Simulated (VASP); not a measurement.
Here is a VASP 6.6.1 calculation.

Contents of INCAR:

```
PREC = Accurate
ENCUT = 520
EDIFF = 1E-6
ISMEAR = 0
SIGMA = 0.05
LREAL = False
LASPH = True
NELM = 80
ALGO = Normal
ISIF = 2
LWAVE = False
LCHARG = False
NBANDS = 35
```

The input KPOINTS:

```
Automatic mesh
0
Gamma
  6 4 8
```

Contents of POSCAR:

```
Al2O3
1.0
    4.6844374264      0.0000000000      0.0000000000
    0.0000000000      9.3816587147      0.0000000000
    0.0000000000      0.0000000000      2.9745879034
Al O
4 6
Direct
    0.4138788494      0.3309999366      0.5000000000
    0.5861211506      0.6690000634      0.5000000000
    0.9138788494      0.1690000634      0.0000000000
    0.0861211506      0.8309999366      0.0000000000
    0.7315554251      0.2226862107      0.5000000000
    0.0000000000      0.0000000000      0.0000000000
    0.7684445749      0.7226862107      0.0000000000
    0.2315554251      0.2773137893      0.0000000000
    0.2684445749      0.7773137893      0.5000000000
    0.5000000000      0.5000000000      0.5000000000
```

Potentials or basis: VASP PAW LDA potentials, release 64 (Al, O).

The run is started by

```console
$ cat potpaw_LDA.64/Al/POTCAR potpaw_LDA.64/O/POTCAR > POTCAR
$ mpirun -np 1 vasp_std > vasp.out
```

Q: What does it give for the pressure?

A: 2.4 GPa.

Q: Predict the largest force.

A: 1.161 eV/Å.

Q: Predict the band gap on the k mesh.

A: 3.65 eV.

Stress tensor (GPa, compression positive):
```
-1.40  0.00  0.00
 0.00  9.30  0.00
 0.00  0.00 -0.78
```

Caveat: the cell differs from its parent crystal (strain +0.0200 x Voigt [1, -1, 0, 0, 0, 0]); forces of over 1 eV/Å act on the atoms, so gaps and moduli don't describe the material at rest. A k mesh can miss the band edges.
